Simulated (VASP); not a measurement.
A run of VASP 6.6.1:

File INCAR:

```
SYSTEM = Be2H3
PREC = Accurate ; ENCUT = 520
EDIFF = 1E-7 ; ISMEAR = 0
SIGMA = 0.1 ; LREAL = .False.
LASPH = .True. ; NELM = 100
ALGO = Normal ; ISIF = 2
LWAVE = .False. ; LCHARG = .False.
GGA = PE ; NBANDS = 18
```

Contents of KPOINTS:

```
Automatic mesh
0
Gamma
  4 4 6
  0 0 0
```

File POSCAR:

```
Be2H3
1.0
    5.3353867837      0.0000000000      0.0000000000
    0.0000000000      5.3353867837      0.0000000000
    0.0000000000      0.0000000000      2.7170100053
Be H
4 6
Direct
    0.2965651359      0.0000000000      0.5000000000
    0.7034348641      0.0000000000      0.5000000000
    0.0000000000      0.2965651359      0.5000000000
    0.0000000000      0.7034348641      0.5000000000
    0.0000000000      0.5000000000      0.0000000000
    0.5000000000      0.0000000000      0.0000000000
    0.8038166863      0.5000000000      0.0000000000
    0.1961833137      0.5000000000      0.0000000000
    0.5000000000      0.8038166863      0.0000000000
    0.5000000000      0.1961833137      0.0000000000
```

Potentials or basis: VASP PAW PBE potentials, release 64 (Be, H).

Launch:

```sh
$ cat potpaw_PBE.64/Be/POTCAR potpaw_PBE.64/H/POTCAR > POTCAR
$ mpirun -np 1 vasp_std > vasp.out
```

Hardware: 1 thread of Intel(R) Xeon(R) Platinum 8259CL CPU @ 2.50GHz (Skylake/Cascade Lake), with other jobs on the host.

Q: Estimate the wall time of this run.

A: Run time: 25 s on 1 thread of Intel(R) Xeon(R) Platinum 8259CL CPU @ 2.50GHz (Skylake/Cascade Lake) (shared host), peak memory 0.18 GiB. Counts: scf iterations 15, k points 24.
